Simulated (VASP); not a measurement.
## Sn2TeO: single point with PBE

The system is Sn2TeO.

```
Sn Te O
1.0
     4.22110    0.00000    0.00000
     0.00000    4.22110    0.00000
     0.00000    0.00000    5.97331
Sn Te O
2 1 1
Direct
  0.00000 0.00000 0.50000
  0.50000 0.50000 0.00000
  0.50000 0.50000 0.50000
  0.00000 0.00000 0.00000
```

```yaml
Program: VASP 6.6.1
Task: single point
Functional: PBE
Potentials_or_basis: VASP PAW PBE potentials, release 64 (Sn_d, Te, O)
Cutoff: 600 eV
k_mesh: 4 × 4 × 4
Occupations: gaussian, width 0.1 eV
Spin: no spin polarisation
Dipole_correction: no
Further_INCAR_settings: ALGO = Normal; EDIFF = 1e-06; NBANDS = 28
```

| Item | Value |
| --- | --- |
| Pressure | -1.2 GPa |
| Band gap on the k mesh | zero (band 20 reaches 6.02 eV, above the bottom of band 21 at 5.92 eV) |

Stress tensor (GPa, compression positive):
```
-1.99  0.00  0.00
 0.00 -1.99  0.00
 0.00  0.00  0.36
```

Levels at points of the mesh, in eV from the Fermi level:
| k point | band 17 | band 18 | band 19 | band 20 | band 21 | band 22 | band 23 | band 24 |
| --- | --- | --- | --- | --- | --- | --- | --- | --- |
| (0.00, 0.00, 0.00) | -3.65 | -1.86 | -1.82 | -1.82 | 2.72 | 3.00 | 3.63 | 3.63 |
| (0.50, 0.00, 0.00) | -2.12 | -1.70 | -1.12 | -0.26 | 0.79 | 0.81 | 0.99 | 1.71 |
| (0.50, 0.50, 0.00) | -4.18 | -2.70 | -2.70 | -2.48 | 2.68 | 2.68 | 2.82 | 3.22 |
| (0.00, 0.00, 0.50) | -2.07 | -2.07 | -1.70 | -1.37 | 1.34 | 2.17 | 2.92 | 3.05 |
| (0.50, 0.00, 0.50) | -1.70 | -1.63 | -1.22 | 0.11 | 0.38 | 0.52 | 0.64 | 1.18 |
| (0.50, 0.50, 0.50) | -3.13 | -3.13 | -1.30 | -0.19 | 1.20 | 1.58 | 1.90 | 1.90 |

Wall time 110 s on 1 thread of Intel Xeon 8259CL, with other jobs on the host, peak memory 0.27 GiB.

Caveat: the k points lie up to 0.37 Å⁻¹ apart; spin-orbit coupling is left out, which moves the levels of the heavy elements.
